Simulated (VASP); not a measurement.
Here is a VASP 6.6.1 calculation.

INCAR

```
PREC = Accurate
ENCUT = 520
EDIFF = 1E-6
ISMEAR = -1
SIGMA = 0.05
LREAL = False
LASPH = True
NELM = 80
ALGO = Normal
ISIF = 2
LWAVE = False
LCHARG = False
GGA = RP
IVDW = 12
NBANDS = 35
```

Contents of KPOINTS:

```
regular mesh
0
Gamma
  10 10 3
```

Contents of POSCAR:

```
MoS2
1.0
    3.1899873666      0.0000000000      0.0000000000
   -1.5949936833      2.7626100972      0.0000000000
    0.0000000000      0.0000000000     12.4056182726
Mo S
2 4
Direct
    0.6666666667      0.3333333333      0.7500000000
    0.3333333333      0.6666666667      0.2500000000
    0.6666666667      0.3333333333      0.3770000000
    0.3333333333      0.6666666667      0.8770000000
    0.6666666667      0.3333333333      0.1230000000
    0.3333333333      0.6666666667      0.6230000000
```

Potentials or basis: VASP PAW PBE potentials, release 64 (Mo_sv, S).

Command:

```sh
$ cat potpaw_PBE.64/Mo_sv/POTCAR potpaw_PBE.64/S/POTCAR > POTCAR
$ mpirun -np 1 vasp_std > vasp.out
```

(1) Predict the pressure.

(2) Estimate the dispersion energy per atom.

(3) Estimate the band gap on the k mesh.

## Answers

(1) -17.2 GPa.

(2) -1.896 eV.

(3) 1.00 eV, indirect (least direct gap 1.82 eV).

Caveat: the PAW data sets were made with another functional, which shifts forces and pressure a little.
